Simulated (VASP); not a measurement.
Ca3GeN, 5 atoms in the cell. Symmetry: Pm-3m, No. 221, cubic system. The conventional cell has a = 4.873 Å, b = 4.873 Å, c = 4.873 Å, α = 90.00°, β = 90.00°, γ = 90.00°. Within 3.2 Å of Ca (site symmetry 4/mmm) lie 2 N at 2.44 Å. Ge (site symmetry m-3m) has 12 Ca at 3.45 Å and 8 N at 4.22 Å within 4.5 Å. Within 3.2 Å of N (site symmetry m-3m) lie 6 Ca at 2.44 Å. 

```yaml
Program: VASP 6.6.1
Task: single point
Functional: LDA
Potentials_or_basis: VASP PAW LDA potentials, release 64 (Ca_sv, Ge_d, N)
Cutoff: 520 eV
k_mesh: 5 × 5 × 5
Occupations: fermi-dirac, width 0.1 eV
Spin: no spin polarisation
Dipole_correction: no
Further_INCAR_settings: ALGO = Normal; EDIFF = 1e-06; NBANDS = 32
```

Potentials or basis: VASP PAW LDA potentials, release 64 (Ca_sv, Ge_d, N).

Run with:

```sh
$ cat potpaw_LDA.64/Ca_sv/POTCAR potpaw_LDA.64/Ge_d/POTCAR potpaw_LDA.64/N/POTCAR > POTCAR
$ mpirun -np 1 vasp_std > vasp.out
```

Hardware: 1 thread of Intel Xeon 8259CL (shared host).

Estimate the wall time of this run.

Run time: 57 s on 1 thread of Intel Xeon 8259CL, with other jobs on the host, peak memory 0.19 GiB. Counts: scf iterations 15, k points 10.
